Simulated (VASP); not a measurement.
# Na2N (P-3m1) in VASP: notebook, part 2 of 2

VASP 6.6.1. Earlier steps stand in the parts before.

## (3) Relaxation of cell and atoms, PBE

This run uses another cell than the first one, of 18.67 Å³/atom, 0.856 times its volume.

INCAR reads:

```
SYSTEM = Na2N
PREC = Accurate
ENCUT = 600
EDIFF = 1E-7
ISMEAR = 0
SIGMA = 0.1
LREAL = .False.
LASPH = .True.
NELM = 100
ALGO = Normal
ISIF = 3
LWAVE = .False.
LCHARG = .False.
GGA = PE
IBRION = 2
NSW = 90
EDIFFG = -0.04
```

KPOINTS reads:

```
Automatic mesh
0
Gamma
  6 6 4
  0 0 0
```

POSCAR reads:

```
Na2N
1.0
    3.3239531500      0.0000000000      0.0000000000
   -1.6619765700      2.8786278700      0.0000000000
    0.0000000000      0.0000000000      5.8549353300
Na N
2 1
Direct
    0.3333333300      0.6666666700      0.2473006500
    0.6666666700      0.3333333300      0.7526993500
    0.0000000000      0.0000000000      0.0000000000
```

Potentials or basis: VASP PAW PBE potentials, release 64 (Na_pv, N).

Run with:

```
cat potpaw_PBE.64/Na_pv/POTCAR potpaw_PBE.64/N/POTCAR > POTCAR
mpirun -np 1 vasp_std > vasp.out
```

OUTCAR:

```text
SYSTEM = Na2N
   PREC = Accurate
   ENCUT = 600
   EDIFF = 1E-7
   ISMEAR = 0
   LREAL = .False.
   LASPH = .True.
   NELM = 100
   ISIF = 3
   GGA = PE
   IBRION = 2
   NSW = 90
   EDIFFG = -0.04

 ion  position               nearest neighbor table
   1  0.333  0.667  0.247-
   2  0.667  0.333  0.753-
   3  0.000  0.000  0.000-

  LATTYP: Found a hexagonal cell.
 ALAT       =     3.3239531500
 C/A-ratio  =     1.7614373807

  Lattice vectors:

 A1 = (   3.3239531500,   0.0000000000,   0.0000000000)
 A2 = (  -1.6619765700,   2.8786278700,   0.0000000000)
 A3 = (   0.0000000000,   0.0000000000,   5.8549353300)

Analysis of symmetry for initial positions (statically):
=====================================================================
 Subroutine PRICEL returns:
 Original cell was already a primitive cell.

 Routine SETGRP: Setting up the symmetry group for a
 hexagonal supercell.

 Subroutine GETGRP returns: Found 12 space group operations
 (whereof 12 operations were pure point group operations)
 out of a pool of 24 trial point group operations.

The static configuration has the point symmetry D_3d.

Analysis of symmetry for dynamics (positions and initial velocities):
=====================================================================
 Subroutine PRICEL returns:
 Original cell was already a primitive cell.

 Routine SETGRP: Setting up the symmetry group for a
 hexagonal supercell.

 Subroutine GETGRP returns: Found 12 space group operations
 (whereof 12 operations were pure point group operations)
 out of a pool of 24 trial point group operations.

The dynamic configuration has the point symmetry D_3d.

 Subroutine INISYM returns: Found 12 space group operations
 (whereof 12 operations are pure point group operations),
 and found     1 'primitive' translations

----------------------------------------------------------------------------------------

                                     Primitive cell

  volume of cell :      56.0225
[... 124 lines left out ...]
  energy-cutoff  :      600.00
  volume of cell :       56.02
 maximum number of plane-waves:      1896
 NGX is ok and might be reduce to    28
   NGX = 13   NGY = 13   NGZ = 23

--------------------------------------- Ionic step        1  -------------------------------------------

 number of electron      19.0000000 magnetization

 Free energy of the ion-electron system (eV)
  ---------------------------------------------------
  ext. energy  EPLUGINS =         0.00000000
  ---------------------------------------------------
  free energy    TOTEN  =        -8.63676297 eV

  energy without entropy =       -8.62017976  energy(sigma->0) =       -8.62847136

------------------------ aborting loop because EDIFF is reached ----------------------------------------

  FORCE on cell =-STRESS in cart. coord.  units (eV):
  Direction    XX          YY          ZZ          XY          YZ          ZX
  --------------------------------------------------------------------------------------
  -------------------------------------------------------------------------------------
  Total        1.2755956      1.2755956     -1.2129127      0.0000000      0.0000000     -0.0000000
  in kB       36.4805238     36.4805238    -34.6878669      0.0000001      0.0000000     -0.0000000
  external PRESSURE =      12.7577269 kB  Pullay stress =       0.0000000 kB
[... 135 lines left out ...]
--------------------------------------- Ionic step        5  -------------------------------------------

 number of electron      19.0000010 magnetization

 E-fermi :  -0.0063     XC(G=0):  -7.5292

 val. band max:       -0.0105000657   @ k =   0.5000  -0.0000   0.2500
 cond. band min:      -0.0037827589   @ k =   0.5000  -0.0000   0.5000
 fundamental gap:      0.0067173068
 Fermi energy:        -0.0062635547

 k-point     1 :       0.0000    0.0000    0.0000
  band No.  band energies     occupation
      1     -22.8494      2.00000
      2     -22.7335      2.00000
      3     -22.6944      2.00000
      4     -22.6944      2.00000
      5     -22.6613      2.00000
      6     -22.6613      2.00000
      7     -11.4905      2.00000
      8      -0.6591      2.00000
      9       0.1648      0.01553
     10       0.2506      0.00028
     11       0.2506      0.00028
     12       6.8228      0.00000
     13       7.6810      0.00000
[... 439 lines left out ...]
--------------------------------------- Ionic step        7  -------------------------------------------

 number of electron      19.0000001 magnetization

 Free energy of the ion-electron system (eV)
  ---------------------------------------------------
  ext. energy  EPLUGINS =         0.00000000
  ---------------------------------------------------
  free energy    TOTEN  =        -9.04054052 eV

  energy without entropy =       -9.01528296  energy(sigma->0) =       -9.02791174

 E-fermi :   0.0615     XC(G=0):  -7.5827

 val. band max:        0.0569389119   @ k =   0.1667   0.1667   0.5000
 cond. band min:       0.0616866000   @ k =   0.5000  -0.0000   0.2500
 fundamental gap:      0.0047476881
 Fermi energy:         0.0614962782

 k-point     1 :       0.0000    0.0000    0.0000
  band No.  band energies     occupation
      1     -22.7551      2.00000
      2     -22.6340      2.00000
      3     -22.5946      2.00000
      4     -22.5946      2.00000
      5     -22.5622      2.00000
      6     -22.5622      2.00000
      7     -11.4573      2.00000
      8      -0.6397      2.00000
      9       0.1917      0.06549
     10       0.3315      0.00013
     11       0.3315      0.00013
     12       6.9693      0.00000
     13       7.7574      0.00000
[... 396 lines left out ...]
  FREE ENERGIE OF THE ION-ELECTRON SYSTEM (eV)
  ---------------------------------------------------
  free  energy   TOTEN  =        -9.0405405246 eV

  energy  without entropy=       -9.0152829591  energy(sigma->0) =       -9.02791174

 reached required accuracy - stopping structural energy minimisation
```

Wall time 60 s (1 thread of Intel Xeon 6975P-C (Granite Rapids), shared host); peak memory 0.19 GiB.

Results:

- Free energy: -9.0405 eV
- Relaxed volume: 20.58 Å³/atom
- Relaxed cell: a = 3.721 Å, b = 3.721 Å, c = 5.149 Å, α = 90.00°, β = 90.00°, γ = 120.00°
- Space group after relaxing (to 0.05 Å): P-3m1 (No. 164)
- Energy gained by relaxing: 134.6 meV/atom
- Ionic steps: 7
- Pressure after relaxing: 0.1 GPa

Step by step:
```csv
step,energy change (eV),largest force (eV/Å),pressure (GPa),volume (Å³)
1,0.0000,0.7881,1.28,56.02
2,-0.1247,0.6564,1.09,57.21
3,-0.3698,0.2427,0.44,60.48
4,-0.2709,0.3290,-1.34,65.49
5,-0.4022,0.0285,-0.38,62.71
6,-0.4029,0.0620,-0.32,62.45
7,-0.4038,0.0017,0.14,61.73
```

Final structure:
```
Na N
1.0
     3.72068    0.00000    0.00000
    -1.86034    3.22220    0.00000
     0.00000    0.00000    5.14874
Na N
2 1
Direct
  0.33333 0.66667 0.20891
  0.66667 0.33333 0.79109
  0.00000 0.00000 0.00000
```

Caveat: the k points lie up to 0.32 Å⁻¹ apart in the final cell.

## (4) Single point, PBE

This run uses another cell than the first one, of 21.58 Å³/atom, 0.989 times its volume.

INCAR reads:

```
ALGO     = Normal         # electronic algorithm
EDIFF    = 1E-6           # SCF threshold, eV
ENCUT    = 520            # plane-wave cutoff, eV
GGA      = PE             # functional
ISIF     = 2              # what is computed and relaxed
ISMEAR   = 0              # smearing method
LASPH    = T              # aspherical terms in the spheres
LCHARG   = F              # write CHGCAR
LREAL    = F              # projectors in reciprocal space
LWAVE    = F              # write WAVECAR
NBANDS   = 16             # bands
NELM     = 100            # most SCF steps
PREC     = Accurate       # precision mode
SIGMA    = 0.1            # smearing width, eV
```

KPOINTS reads:

```
k-points
0
Gamma
  15 15 8
```

POSCAR reads:

```
Na2N
1.0
    3.7091783381      0.0000000000      0.0000000000
   -1.8545891691      3.2122426679      0.0000000000
    0.0000000000      0.0000000000      5.4329250617
Na N
2 1
Direct
    0.3333333333      0.6666666667      0.2006948824
    0.6666666667      0.3333333333      0.7993051176
    0.0000000000      0.0000000000      0.0000000000
```

Potentials or basis: VASP PAW PBE potentials, release 64 (Na_pv, N).

Run with:

```
cat potpaw_PBE.64/Na_pv/POTCAR potpaw_PBE.64/N/POTCAR > POTCAR
mpirun -np 1 vasp_std > vasp.out
```

OUTCAR:

```text
EDIFF = 1E-6
   ENCUT = 520
   GGA = PE
   ISIF = 2
   ISMEAR = 0
   LASPH = T
   LREAL = F
   NELM = 100
   PREC = Accurate

 ion  position               nearest neighbor table
   1  0.333  0.667  0.201-
   2  0.667  0.333  0.799-
   3  0.000  0.000  0.000-

  LATTYP: Found a hexagonal cell.
 ALAT       =     3.7091783381
 C/A-ratio  =     1.4647246820

  Lattice vectors:

 A1 = (   3.7091783381,   0.0000000000,   0.0000000000)
 A2 = (  -1.8545891691,   3.2122426679,   0.0000000000)
 A3 = (   0.0000000000,   0.0000000000,   5.4329250617)

Analysis of symmetry for initial positions (statically):
=====================================================================
 Subroutine PRICEL returns:
 Original cell was already a primitive cell.

 Routine SETGRP: Setting up the symmetry group for a
 hexagonal supercell.

 Subroutine GETGRP returns: Found 12 space group operations
 (whereof 12 operations were pure point group operations)
 out of a pool of 24 trial point group operations.
[... 158 lines left out ...]
  ---------------------------------------------------
  ext. energy  EPLUGINS =         0.00000000
  ---------------------------------------------------
  free energy    TOTEN  =        -9.03614248 eV

  energy without entropy =       -9.01285755  energy(sigma->0) =       -9.02450001

 E-fermi :  -0.0770     XC(G=0):  -7.3795

 val. band max:       -0.0781934360   @ k =   0.3333   0.0667   0.1250
 cond. band min:      -0.0757628923   @ k =  -0.0667   0.4000   0.2500
 fundamental gap:      0.0024305437
 Fermi energy:        -0.0769944519

 k-point     1 :       0.0000    0.0000    0.0000
  band No.  band energies     occupation
      1     -22.8746      2.00000
      2     -22.7638      2.00000
      3     -22.7179      2.00000
      4     -22.7179      2.00000
      5     -22.6893      2.00000
      6     -22.6893      2.00000
[... 433 lines left out ...]
      3     -22.7662      2.00000
      4     -22.7208      2.00000
      5     -22.7124      2.00000
      6     -22.6944      2.00000
[... 8 lines left out ...]
     15       9.2582      0.00000
     16      10.6347      0.00000

 [... further k-points ...]
[... 5 lines left out ...]
  --------------------------------------------------------------------------------------
  -------------------------------------------------------------------------------------
  Total        0.0261024      0.0261024     -0.0097135     -0.0000000     -0.0000000      0.0000000
  in kB        0.6460582      0.6460582     -0.2404183     -0.0000000     -0.0000000      0.0000000
  external PRESSURE =       0.3505660 kB  Pullay stress =       0.0000000 kB

 VOLUME and BASIS-vectors are now :
 -----------------------------------------------------------------------------
  energy-cutoff  :      520.00
  volume of cell :       64.73
      direct lattice vectors                 reciprocal lattice vectors
     3.709178338  0.000000000  0.000000000     0.269601488  0.155654492  0.000000000
    -1.854589169  3.212242668  0.000000000     0.000000000  0.311308984  0.000000000
     0.000000000  0.000000000  5.432925062     0.000000000  0.000000000  0.184062911

 POSITION                                       TOTAL-FORCE (eV/Angst)
 -----------------------------------------------------------------------------------
     -0.00000      2.14150      1.09036         0.000000      0.000000      0.008148
      1.85459      1.07075      4.34256        -0.000000     -0.000000     -0.008148
      0.00000      0.00000      0.00000         0.000000      0.000000      0.000000
 -----------------------------------------------------------------------------------
    total drift:                                0.000000     -0.000000     -0.000000

  FREE ENERGIE OF THE ION-ELECTRON SYSTEM (eV)
  ---------------------------------------------------
  free  energy   TOTEN  =        -9.0361424765 eV

  energy  without entropy=       -9.0128575511  energy(sigma->0) =       -9.02450001
```

Run time: 1.8 min. Hardware: 1 thread of AMD EPYC 7R13 (Zen 3), shared host; peak memory 0.26 GiB.

What came out:

| Item | Value |
| --- | --- |
| Free energy | -9.0361 eV |
| Pressure | 0.0 GPa |
| Largest force | 0.008 eV/Å |

Forces on the atoms (eV/Å):
```
Na   0.000  0.000  0.008
Na   0.000  0.000 -0.008
N    0.000  0.000  0.000
```

Stress tensor (GPa, compression positive):
```
 0.06  0.00  0.00
 0.00  0.06  0.00
 0.00  0.00 -0.02
```

## (5) Relaxation of cell and atoms, PBE

INCAR reads:

```
SYSTEM = Na2N
ALGO     = Normal         ! electronic algorithm
EDIFF    = 1E-7           ! SCF threshold, eV
EDIFFG   = -0.01          ! ionic threshold
ENCUT    = 600            ! plane-wave cutoff, eV
GGA      = PE             ! functional
IBRION   = 2              ! ionic algorithm
ISIF     = 3              ! what is computed and relaxed
ISMEAR   = 0              ! smearing method
LASPH    = .True.         ! aspherical terms in the spheres
LCHARG   = .False.        ! write CHGCAR
LREAL    = .False.        ! projectors in reciprocal space
LWAVE    = .False.        ! write WAVECAR
NELM     = 100            ! most SCF steps
NSW      = 100            ! ionic steps
PREC     = Accurate       ! precision mode
SIGMA    = 0.1            ! smearing width, eV
```

KPOINTS reads:

```
k-points
0
Gamma
  15 15 8
  0 0 0
```

POSCAR reads:

```
Na2N
1.0
    3.6922218465      0.0000000000      0.0000000000
   -1.8461109233      3.1975579155      0.0000000000
    0.0000000000      0.0000000000      5.5416351878
Na N
2 1
Direct
    0.3333333333      0.6666666667      0.1988782619
    0.6666666667      0.3333333333      0.8011217381
    0.0000000000      0.0000000000      0.0000000000
```

Run with:

```
cat potpaw_PBE.64/Na_pv/POTCAR potpaw_PBE.64/N/POTCAR > POTCAR
mpirun -np 1 vasp_std > vasp.out
```

Wall time 16 min (1 thread of AMD EPYC 7R13 (Zen 3), shared host); peak memory 0.3 GiB.

It converged, with:

| Property | Result |
| --- | --- |
| Free energy | -9.0382 eV |
| Relaxed volume | 21.07 Å³/atom |
| Relaxed cell | a = 3.721 Å, b = 3.721 Å, c = 5.273 Å, α = 90.00°, β = 90.00°, γ = 120.00° |
| Space group after relaxing (to 0.05 Å) | P-3m1 (No. 164) |
| Energy gained by relaxing | 0.7 meV/atom |
| Ionic steps | 10 |
| Pressure after relaxing | 0.0 GPa |
| Largest force after relaxing | 0.006 eV/Å |

Forces in eV/Å, atoms in the order of the input:
```
Na   0.000  0.000 -0.006
Na   0.000  0.000  0.006
N    0.000  0.000  0.000
```

The path:
| step | energy change (eV) | largest force (eV/Å) | pressure (GPa) | volume (Å³) |
| --- | --- | --- | --- | --- |
| 1 | 0.0000 | 0.0015 | 0.06 | 65.43 |
| 2 | -0.0002 | 0.0014 | 0.01 | 65.51 |
| 3 | -0.0005 | 0.0108 | -0.15 | 65.75 |
| 4 | -0.0006 | 0.0037 | -0.12 | 65.65 |
| 5 | -0.0009 | 0.0170 | -0.05 | 65.37 |
| 6 | -0.0010 | 0.0264 | -0.02 | 65.24 |
| 7 | -0.0011 | 0.0247 | -0.02 | 65.15 |
| 8 | -0.0014 | 0.0205 | -0.04 | 64.87 |
| 9 | -0.0018 | 0.0119 | -0.04 | 64.32 |
| 10 | -0.0021 | 0.0062 | -0.04 | 63.21 |

Final structure:
```
CELL_PARAMETERS angstrom
3.72066 0.00000 0.00000
-1.86033 3.22218 0.00000
0.00000 0.00000 5.27267
ATOMIC_POSITIONS crystal
Na 0.33333 0.66667 0.20559
Na 0.66667 0.33333 0.79441
N 0.00000 0.00000 0.00000
```

Levels at points of the mesh, in eV from the Fermi level:
```tsv
k point	band 5	band 6	band 7	band 8	band 9	band 10	band 11	band 12	band 13
(0.00, 0.00, 0.00)	-22.62	-22.62	-11.51	-0.73	0.09	0.28	0.28	6.78	7.44
(0.00, 0.00, 0.50)	-22.62	-22.62	-11.49	-1.78	0.29	0.29	2.35	4.17	10.28
```

## (6) Single point, PBE

This run uses another cell than the first one, of 18.67 Å³/atom, 0.856 times its volume.

INCAR reads:

```
SYSTEM = Na2N
ALGO = Normal ; EDIFF = 1E-6
ENCUT = 520 ; GGA = PE
ISIF = 2 ; ISMEAR = 0
LASPH = .TRUE. ; LCHARG = .FALSE.
LREAL = .FALSE. ; LWAVE = .FALSE.
NBANDS = 16 ; NELM = 100
PREC = Accurate ; SIGMA = 0.1
```

KPOINTS reads:

```
k-points
0
G
  6 6 4
  0 0 0
```

POSCAR reads:

```
Na2N
1.0
    3.3239531500      0.0000000000      0.0000000000
   -1.6619765700      2.8786278700      0.0000000000
    0.0000000000      0.0000000000      5.8549353300
Na N
2 1
Direct
    0.3333333300      0.6666666700      0.2473006500
    0.6666666700      0.3333333300      0.7526993500
    0.0000000000      0.0000000000      0.0000000000
```

Potentials or basis: VASP PAW PBE potentials, release 64 (Na_pv, N).

Run with:

```
cat potpaw_PBE.64/Na_pv/POTCAR potpaw_PBE.64/N/POTCAR > POTCAR
mpirun -np 1 vasp_std > vasp.out
```

It took 42 s on 1 thread of AMD EPYC 7R13 (Zen 3), shared host; peak memory 0.15 GiB.

The run converged. Its results:

```
Free energy   : -8.6357 eV
Pressure      : 1.3 GPa
Largest force : 0.789 eV/Å
```

Forces in eV/Å, atoms in the order of the input:
```
Na   0.000  0.000 -0.789
Na   0.000  0.000  0.789
N    0.000  0.000  0.000
```

Stress tensor (GPa, compression positive):
```
 3.69  0.00  0.00
 0.00  3.69  0.00
 0.00  0.00 -3.42
```

Levels at points of the mesh, in eV from the Fermi level:
```
           k point  band 7  band 8  band 9  band 10  band 11  band 12
(0.00, 0.00, 0.00)  -12.21   -1.83   -1.68     0.51     0.51     5.80
(0.50, 0.00, 0.00)  -11.57   -2.11   -0.75     0.03     2.46     2.97
(0.00, 0.00, 0.50)  -12.19   -3.04    0.51     0.51     0.53     3.41
(0.50, 0.00, 0.50)  -11.56   -2.04   -0.98     0.03     2.47     3.27
```

Caveat: the k points lie up to 0.36 Å⁻¹ apart.

## (7) Summary

| task | cell | k mesh | cutoff (eV) | gap on the mesh (eV) | pressure (GPa) | relaxed volume (Å³/atom) | largest force (eV/Å) |
| --- | --- | --- | --- | --- | --- | --- | --- |
| single point | a = 3.692, b = 3.692, c = 5.542 Å, angles 90.0, 90.0, 120.0°, 3 atoms | 6 × 6 × 4 | 520 | none | 0.1 | - | - |
| relaxation of cell and atoms | relaxed from a = 3.324, b = 3.324, c = 5.855 Å, angles 90.0, 90.0, 120.0°, 3 atoms | 6 × 6 × 4 | 600 | none | 0.1 | 20.58 | - |
| single point | a = 3.709, b = 3.709, c = 5.433 Å, angles 90.0, 90.0, 120.0°, 3 atoms | 15 × 15 × 8 | 520 | none | 0.0 | - | 0.01 |
| relaxation of cell and atoms | relaxed from a = 3.692, b = 3.692, c = 5.542 Å, angles 90.0, 90.0, 120.0°, 3 atoms | 15 × 15 × 8 | 600 | none | 0.0 | 21.07 | 0.01 |
| single point | a = 3.324, b = 3.324, c = 5.855 Å, angles 90.0, 90.0, 120.0°, 3 atoms | 6 × 6 × 4 | 520 | none | 1.3 | - | 0.79 |

Alike in all rows: level PBE; potentials or basis VASP PAW PBE potentials, release 64 (Na_pv, N); no spin polarisation; smearing gaussian 0.1 eV.

Caveats: some runs use coarse meshes.

Absolute energies hang on the potentials; compare differences alone.
